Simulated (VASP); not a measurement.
# ZnS (P1) in VASP: single point with PBE

Aim: the single point of ZnS with PBE.

All numbers are computed with VASP 6.6.1; they aren't measurements. Logs are shortened: lines on timing, memory, paths and dates and some standing lists are left out, and cuts for length are marked.

**1. The cell of the first run**

The typed cell holds 4 atoms: a = 3.811 Å, b = 3.811 Å, c = 6.234 Å, α = 90.00°, β = 90.00°, γ = 120.00°.

**2. Single point, PBE (atom 1 (Zn) moved by (-0.600, -0.300) A along x and z)**

Input file INCAR:

```
SYSTEM = ZnS
PREC     = Accurate       ! precision mode
ENCUT    = 520            ! plane-wave cutoff, eV
EDIFF    = 1E-7           ! SCF threshold, eV
ISMEAR   = -1             ! smearing method
SIGMA    = 0.02           ! smearing width, eV
LREAL    = .FALSE.        ! projectors in reciprocal space
LASPH    = .TRUE.         ! aspherical terms in the spheres
NELM     = 100            ! most SCF steps
ALGO     = Normal         ! electronic algorithm
ISIF     = 2              ! what is computed and relaxed
LWAVE    = .FALSE.        ! write WAVECAR
LCHARG   = .TRUE.         ! write CHGCAR
GGA      = PE             ! functional
LELF     = .TRUE.         ! ELF
LVHAR    = .TRUE.       
NBANDS   = 26             ! bands
```

Input file KPOINTS:

```
regular mesh
0
G
  12 12 6
  0 0 0
```

Input file POSCAR:

```
ZnS
1.0
    3.8109987816      0.0000000000      0.0000000000
   -1.9054993908      3.3004217586      0.0000000000
    0.0000000000      0.0000000000      6.2340000000
Zn S
2 2
Direct
    0.1758942906      0.6666666667     -0.0481231954
    0.6666666667      0.3333333333      0.5000000000
    0.3333333333      0.6666666667      0.3850000000
    0.6666666667      0.3333333333      0.8850000000
```

Potentials or basis: VASP PAW PBE potentials, release 64 (Zn, S).

Run with:

```sh
$ cat potpaw_PBE.64/Zn/POTCAR potpaw_PBE.64/S/POTCAR > POTCAR
$ mpirun -np 1 vasp_std > vasp.out
```

OUTCAR:

```text
SYSTEM = ZnS
   PREC = Accurate
   ENCUT = 520
   EDIFF = 1E-7
   ISMEAR = -1
   LREAL = .FALSE.
   LASPH = .TRUE.
   NELM = 100
   ISIF = 2
   GGA = PE

 ion  position               nearest neighbor table
   1  0.176  0.667  0.952-   4 1.76   4 2.32   3 2.77   4 2.77
   2  0.667  0.333  0.500-   3 2.31   3 2.31   3 2.31   4 2.40
   3  0.333  0.667  0.385-   2 2.31   2 2.31   2 2.31   1 2.77
   4  0.667  0.333  0.885-   1 1.76   1 2.32   2 2.40   1 2.77

  LATTYP: Found a hexagonal cell.
 ALAT       =     3.8109987816
 C/A-ratio  =     1.6357916539

  Lattice vectors:

 A1 = (   3.8109987816,   0.0000000000,   0.0000000000)
 A2 = (  -1.9054993908,   3.3004217586,   0.0000000000)
 A3 = (   0.0000000000,   0.0000000000,   6.2340000000)

Analysis of symmetry for initial positions (statically):
=====================================================================
 Subroutine PRICEL returns:
 Original cell was already a primitive cell.

 Routine SETGRP: Setting up the symmetry group for a
 hexagonal supercell.

 Subroutine GETGRP returns: Found  1 space group operations
 (whereof  1 operations were pure point group operations)
 out of a pool of 24 trial point group operations.

The static configuration has the point symmetry C_1 .

Analysis of symmetry for dynamics (positions and initial velocities):
=====================================================================
 Subroutine PRICEL returns:
 Original cell was already a primitive cell.

 Routine SETGRP: Setting up the symmetry group for a
 hexagonal supercell.

 Subroutine GETGRP returns: Found  1 space group operations
 (whereof  1 operations were pure point group operations)
 out of a pool of 24 trial point group operations.

The dynamic configuration has the point symmetry C_1 .

 Subroutine INISYM returns: Found  1 space group operations
 (whereof  1 operations are pure point group operations),
 and found     1 'primitive' translations

----------------------------------------------------------------------------------------

                                     Primitive cell

  volume of cell :      78.4106

  direct lattice vectors                    reciprocal lattice vectors
     3.810998782  0.000000000  0.000000000     0.262398405  0.151495789  0.000000000
    -1.905499391  3.300421759  0.000000000     0.000000000  0.302991579  0.000000000
     0.000000000  0.000000000  6.234000000     0.000000000  0.000000000  0.160410651

  length of vectors
     3.810998782  3.810998782  6.234000000     0.302991579  0.302991579  0.160410651

  position of ions in fractional coordinates (direct lattice)
     0.175894291  0.666666667  0.951876805
     0.666666667  0.333333333  0.500000000
     0.333333333  0.666666667  0.385000000
     0.666666667  0.333333333  0.885000000

  ion indices of the primitive-cell ions
   primitive index   ion index
                 1           1
                 2           2
                 3           3
                 4           4

----------------------------------------------------------------------------------------

 KPOINTS: regular mesh

Automatic generation of k-mesh.
 Grid dimensions read from file:
 generate k-points for:   12   12    6

 Generating k-lattice:

  Cartesian coordinates                     Fractional coordinates (reciprocal lattice)
     0.021866534  0.012624649  0.000000000     0.083333333  0.000000000  0.000000000
     0.000000000  0.025249298  0.000000000     0.000000000  0.083333333  0.000000000
     0.000000000  0.000000000  0.026735109     0.000000000  0.000000000  0.166666667

  Length of vectors
     0.025249298  0.025249298  0.026735109

  Shift w.r.t. Gamma in fractional coordinates (k-lattice)
     0.000000000  0.000000000  0.000000000

 Subroutine IBZKPT returns following result:
 ===========================================

 Found    436 irreducible k-points:

 Following reciprocal coordinates:
            Coordinates               Weight
  0.000000  0.000000  0.000000      1.000000
  0.083333  0.000000  0.000000      2.000000
  0.000000  0.083333  0.000000      2.000000
 -0.083333  0.083333  0.000000      2.000000
  0.166667  0.000000  0.000000      2.000000
  0.000000  0.166667  0.000000      2.000000
[... 16 lines left out ...]
  0.166667  0.083333  0.000000      2.000000
 -0.083333  0.250000  0.000000      2.000000
 [... further k-points ...]
   k-points           NKPTS =    436   k-points in BZ     NKDIM =    436   number of bands    NBANDS=     26
   number of dos      NEDOS =    301   number of ions     NIONS =      4
   total plane-waves  NPLWV =  37632
   dimension x,y,z NGX =    28 NGY =   28 NGZ =   48
   dimension x,y,z NGXF=    56 NGYF=   56 NGZF=   96
   ions per type =               2   2
   NGX,Y,Z   is equivalent  to a cutoff of  12.21, 12.21, 12.80 a.u.
   NGXF,Y,Z  is equivalent  to a cutoff of  24.43, 24.43, 25.60 a.u.
 SYSTEM =  ZnS
   PREC   = accura    normal or accurate (medium, high low for compatibility)
   ISTART =      0    job   : 0-new  1-cont  2-samecut
   ICHARG =      2    charge: 1-file 2-atom 10-const
   ISPIN  =      1    spin polarized calculation?
   LNONCOLLINEAR =      F non collinear calculations
   LSORBIT =      F    spin-orbit coupling
   LASPH  =      T    aspherical Exc in radial PAW
   ENCUT  =  520.0 eV  38.22 Ry    6.18 a.u.   7.09  7.09 11.59*2*pi/ulx,y,z
   NELM   =    100;   NELMIN=  2; NELMDL= -5     # of ELM steps
   EDIFF  = 0.1E-06   stopping-criterion for ELM
   LREAL  =      F    real-space projection
   EDIFFG = 0.1E-05   stopping-criterion for IOM
   NSW    =      0    number of steps for IOM
   IBRION =     -1    ionic relax: 0-MD 1-quasi-New 2-CG
   NFREE  =      0    steps in history (QN), initial steepest desc. (CG)
   ISIF   =      2    stress and relaxation
   ISYM   =      2    0-nonsym 1-usesym 2-fastsym
   POTIM  = 0.5000    time-step for ionic-motion
   TEBEG  =    0.0;   TEEND  =   0.0 temperature during run
   PSTRESS=    0.0 pullay stress
   NELECT =      36.0000    total number of electrons
   NUPDOWN=      -1.0000    fix difference up-down
   EMIN   =  10.00;   EMAX   =-10.00  energy-range for DOS
   EFERMI =   0.00;   METHOD = LEGACY
   ISMEAR =    -1;   SIGMA  =   0.02  broadening in eV -4-tet -1-fermi 0-gaus
   EFERMI_NEDOS =   21; number of points for ismear=-14 and -15
   IALGO  =     38    algorithm
   IMIX   =      4    mixing-type and parameters
     AMIX     =   0.40;   BMIX     =  1.00
     AMIX_MAG =   1.60;   BMIX_MAG =  1.00
  volume/ion in A,a.u.               =      19.60       132.29
  Fermi-wavevector in a.u.,A,eV,Ry     =   1.262944  2.386617 21.701656  1.595027
  Thomas-Fermi vector in A             =   2.396326
   LORBIT       =      0    0 simple, 1 ext, 2 COOP (PROOUT), +10 PAW based schemes
   GGA     = PE    functional components
   LHFCALC =     F    Hartree Fock is set to
   AEXX    =    0.0000 exact exchange contribution
   IVDW    =     0    specifies the selected vdW correction
   LEPSILON=     F    determine dielectric tensor
   LRPA    =     F    only Hartree local field effects (RPA)
 non-spin polarized calculation
  energy-cutoff  :      520.00
  volume of cell :       78.41
 maximum number of plane-waves:      2133
   NGX = 15   NGY = 15   NGZ = 23

 number of electron      35.9999989 magnetization

 Free energy of the ion-electron system (eV)
  ---------------------------------------------------
  ext. energy  EPLUGINS =         0.00000000
  ---------------------------------------------------
  free energy    TOTEN  =       -10.89912651 eV

  energy without entropy =      -10.89912651  energy(sigma->0) =      -10.89912651

 E-fermi :   2.6770     XC(G=0):  -9.6298

 val. band max:        2.3218851416   @ k =   0.0000   0.0000   0.0000
 cond. band min:       4.3808855117   @ k =   0.0000   0.0000   0.0000
 fundamental gap:      2.0590003701
 Fermi energy:         2.6769533622

 k-point     1 :       0.0000    0.0000    0.0000
  band No.  band energies     occupation
      1     -11.9729      2.00000
      2      -9.9922      2.00000
      3      -5.8527      2.00000
      4      -5.5398      2.00000
      5      -5.4151      2.00000
      6      -4.8500      2.00000
[... 18 lines left out ...]
     25      10.6778      0.00000
     26      11.1592      0.00000

 k-point     2 :       0.0833    0.0000    0.0000
  band No.  band energies     occupation
      1     -11.9248      2.00000
      2      -9.9553      2.00000
      3      -5.8890      2.00000
      4      -5.5016      2.00000
      5      -5.4137      2.00000
      6      -4.8502      2.00000
[... 18 lines left out ...]
     25      10.4612      0.00000
     26      10.7842      0.00000

 k-point     3 :       0.0000    0.0833    0.0000
  band No.  band energies     occupation
      1     -11.9272      2.00000
      2      -9.9550      2.00000
      3      -5.8859      2.00000
      4      -5.5142      2.00000
      5      -5.4177      2.00000
      6      -4.8491      2.00000
[... 18 lines left out ...]
     25      10.7645      0.00000
     26      10.8739      0.00000

 k-point     4 :      -0.0833    0.0833    0.0000
  band No.  band energies     occupation
      1     -11.9418      2.00000
      2      -9.9561      2.00000
      3      -5.8460      2.00000
      4      -5.5344      2.00000
      5      -5.4120      2.00000
      6      -4.8496      2.00000
[... 18 lines left out ...]
     25      10.7869      0.00000
     26      11.0113      0.00000
[... 496 lines left out ...]
      1     -11.8634      2.00000
      2      -9.8868      2.00000
      3      -5.8807      2.00000
      4      -5.4783      2.00000
      5      -5.4018      2.00000
      6      -4.8505      2.00000
[... 18 lines left out ...]
     25      10.5060      0.00000
     26      10.8213      0.00000

 k-point    23 :       0.1667    0.0833    0.0000
  band No.  band energies     occupation
      1     -11.6425      2.00000
      2      -9.7590      2.00000
      3      -6.0277      2.00000
      4      -5.4900      2.00000
      5      -5.3260      2.00000
      6      -4.8492      2.00000
[... 18 lines left out ...]
     25      10.5795      0.00000
     26      11.0898      0.00000

 k-point    24 :      -0.0833    0.2500    0.0000
  band No.  band energies     occupation
      1     -11.7221      2.00000
      2      -9.7595      2.00000
      3      -5.9448      2.00000
      4      -5.4978      2.00000
      5      -5.3805      2.00000
      6      -4.8381      2.00000
[... 18 lines left out ...]
     25      10.8519      0.00000
     26      11.2481      0.00000

 [... further k-points ...]

------------------------ aborting loop because EDIFF is reached ----------------------------------------

  FORCE on cell =-STRESS in cart. coord.  units (eV):
  Direction    XX          YY          ZZ          XY          YZ          ZX
  --------------------------------------------------------------------------------------
  -------------------------------------------------------------------------------------
  Total       12.7538180      9.2533064      1.5899455     10.2476407      3.2891925      3.7473143
  in kB      260.6008031    189.0742889     32.4876112    209.3916802     67.2085955     76.5694715
  external PRESSURE =     160.7209011 kB  Pullay stress =       0.0000000 kB

 VOLUME and BASIS-vectors are now :
 -----------------------------------------------------------------------------
  energy-cutoff  :      520.00
  volume of cell :       78.41
      direct lattice vectors                 reciprocal lattice vectors
     3.810998782  0.000000000  0.000000000     0.262398405  0.151495789  0.000000000
    -1.905499391  3.300421759  0.000000000     0.000000000  0.302991579  0.000000000
     0.000000000  0.000000000  6.234000000     0.000000000  0.000000000  0.160410651

 POSITION                                       TOTAL-FORCE (eV/Angst)
 -----------------------------------------------------------------------------------
     -0.60000      2.20028      5.93400        10.242043      7.861710      3.941061
      1.90550      1.10014      3.11700         0.013105     -0.029037     -0.214594
     -0.00000      2.20028      2.40009        -0.186855      0.058734     -0.552214
      1.90550      1.10014      5.51709       -10.068294     -7.891406     -3.174253
 -----------------------------------------------------------------------------------
    total drift:                                0.001010     -0.000461      0.000487

  FREE ENERGIE OF THE ION-ELECTRON SYSTEM (eV)
  ---------------------------------------------------
  free  energy   TOTEN  =       -10.8991265125 eV

  energy  without entropy=      -10.8991265125  energy(sigma->0) =      -10.89912651
```

Wall time 21 min (1 thread of Intel Xeon 8259CL, shared host); peak memory 0.75 GiB.

What came out:

- Free energy: -10.8991 eV
- Pressure: 16.1 GPa
- Largest force: 13.500 eV/Å
- Band gap on the k mesh: 2.06 eV

Forces on the atoms (eV/Å):
```
Zn   10.242   7.862   3.941
Zn    0.013  -0.029  -0.215
S    -0.187   0.059  -0.552
S   -10.068  -7.891  -3.174
```

Stress tensor (GPa, compression positive):
```
26.06 20.94  7.66
20.94 18.91  6.72
 7.66  6.72  3.25
```

Caveat: the cell differs from its parent crystal (atom 1 (Zn) moved by (-0.600, -0.300) A along x and z); the stress differs along the axes, from 3 to 26 GPa; forces of over 1 eV/Å act on the atoms, so gaps and moduli don't describe the material at rest.
